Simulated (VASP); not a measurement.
Write the native input for VASP 6.6.1 that does the following.

```
Task                   : single point
Functional             : LDA
Potentials or basis    : VASP PAW LDA potentials, release 64 (Mn_pv, Pt)
Cutoff                 : 520 eV
k mesh                 : 8 × 8 × 8
Occupations            : fermi-dirac, width 0.1 eV
Spin                   : collinear spin, antiferromagnetic start
Starting moments       : [4.5, -4.5, 0.0, 0.0] μB
Hubbard terms          : Mn d U = 4.6 eV
Dipole correction      : no
Further INCAR settings : ALGO = Normal; EDIFF = 1e-06; NBANDS = 35
```

The structure of MnPt lies in POSCAR:

```
MnPt
1.0
   -2.7258966400     -2.7258966400      0.0000000000
   -2.7258966400      2.7258966400      0.0000000000
    0.0000000000      0.0000000000     -3.7120000000
Mn Pt
2 2
Direct
    0.0000000000      0.0000000000      0.0000000000
    0.5000000000      0.5000000000      0.0000000000
    0.0000000000      0.5000000000      0.5000000000
    0.5000000000      0.0000000000      0.5000000000
```

These files were run (other wordings do the same):

INCAR

```
SYSTEM = MnPt
PREC = Accurate ; ENCUT = 520
EDIFF = 1E-6 ; ISMEAR = -1
SIGMA = 0.1 ; LREAL = .False.
LASPH = .True. ; NELM = 150
ALGO = Normal ; ISIF = 2
LWAVE = .False. ; LCHARG = .False.
ISPIN = 2 ; MAGMOM = 4.5 -4.5 0 0
LORBIT = 11 ; LMAXMIX = 4
LDAU = .True. ; LDAUTYPE = 2
LDAUL = 2 -1 ; LDAUU = 4.6 0
LDAUJ = 0 0 ; LDAUPRINT = 1
NBANDS = 35
```

KPOINTS

```
Automatic mesh
0
Gamma
  8 8 8
  0 0 0
```

Potentials or basis: VASP PAW LDA potentials, release 64 (Mn_pv, Pt).

The run is started by

```bash
$ cat potpaw_LDA.64/Mn_pv/POTCAR potpaw_LDA.64/Pt/POTCAR > POTCAR
$ mpirun -np 1 vasp_std > vasp.out
```

Results of the run:

```json
{
 "Pressure": "13.1 GPa",
 "Band gap on the k mesh": "zero (filled and empty bands overlap)",
 "Net moment": "0.00 μB per cell",
 "Site moments": "Mn +4.21, -4.21; Pt +0.00 μB",
 "Valence electrons inside the program's atomic spheres": "Mn 11.60; Pt 9.60"
}
```

Caveat: spin-orbit coupling is left out, which moves the levels of the heavy elements; the U is typed as a test and isn't derived for this compound.

It took 110 s on 1 thread of AMD EPYC 9R45 96-Core Processor (Zen 5) (shared host), peak memory 0.28 GiB.
